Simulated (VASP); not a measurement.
Write the native input for VASP 6.6.1 that does the following.

```yaml
Task: single point
Functional: PBEsol
Potentials_or_basis: VASP PAW PBE potentials, release 64 (Cu)
Cutoff: 520 eV
k_mesh: 12 × 12 × 12
Occupations: fermi-dirac, width 0.06 eV
Spin: no spin polarisation
Dipole_correction: no
Further_INCAR_settings: ALGO = Normal; EDIFF = 1e-06; NBANDS = 12
```

The structure of Cu lies in POSCAR:

```
Cu
1.0
    0.0000000000      1.7909305000      1.7909305000
    1.7909305000      0.0000000000      1.7909305000
    1.7909305000      1.7909305000      0.0000000000
Cu
1
Direct
    0.0000000000      0.0000000000      0.0000000000
```

These files were run (other wordings do the same):

INCAR

```
SYSTEM = Cu
PREC = Accurate
ENCUT = 520
EDIFF = 1E-6
ISMEAR = -1
SIGMA = 0.06
LREAL = .FALSE.
LASPH = .TRUE.
NELM = 100
ALGO = Normal
ISIF = 2
LWAVE = .FALSE.
LCHARG = .FALSE.
GGA = PS
NBANDS = 12
```

KPOINTS

```
regular mesh
0
G
  12 12 12
  0 0 0
```

Potentials or basis: VASP PAW PBE potentials, release 64 (Cu).

Launch:

```bash
$ cat potpaw_PBE.64/Cu/POTCAR > POTCAR
$ mpirun -np 1 vasp_std > vasp.out
```

It gave:

```json
{
  "Pressure": "-1.8 GPa"
}
```

Caveat: the PAW data sets were made with another functional, which shifts forces and pressure a little.

Wall time 14 s on 1 thread of Intel Xeon 8259CL (shared host), peak memory 0.13 GiB.
